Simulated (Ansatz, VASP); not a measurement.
## Ta2NbO2: VASP beside Ansatz

```
Ta Nb O
1.0
     4.59559    0.00000    0.00000
    -2.29779    3.97989    0.00000
     0.00000    0.00000    3.97145
Ta Nb O
2 1 2
Direct
  0.33333 0.66667 0.50000
  0.66667 0.33333 0.50000
  0.00000 0.00000 0.00000
  0.33333 0.66667 0.00000
  0.66667 0.33333 0.00000
```

Alike in both runs: functional PBE; k mesh 6 × 6 × 6; occupations gaussian, width 0.1 eV; no spin polarisation.

Ansatz relaxed the structure, and its values are those at the end. VASP's run is a single point on that final structure, the one shown.

```csv
,VASP,Ansatz
version,VASP 6.6.1,Ansatz 0.2.0
potentials or method,"VASP PAW PBE potentials, release 64 (Ta_sv_GW, Nb_sv, O), cutoff 600 eV","scalar-relativistic, plane waves, PAW"
valence electrons in the cell,51,51
```

Ansatz gave:

| Property | Result |
| --- | --- |
| gap on the k mesh at the Fermi level (eV) | none |
| pressure (GPa) | 0.0 |

Question: Which values does VASP return?

Answer: gap on the k mesh at the Fermi level (eV): none; pressure (GPa): -0.2.

A gap of «none» marks a metal or a gap that the smearing closes.

Neither program's run includes spin-orbit coupling.
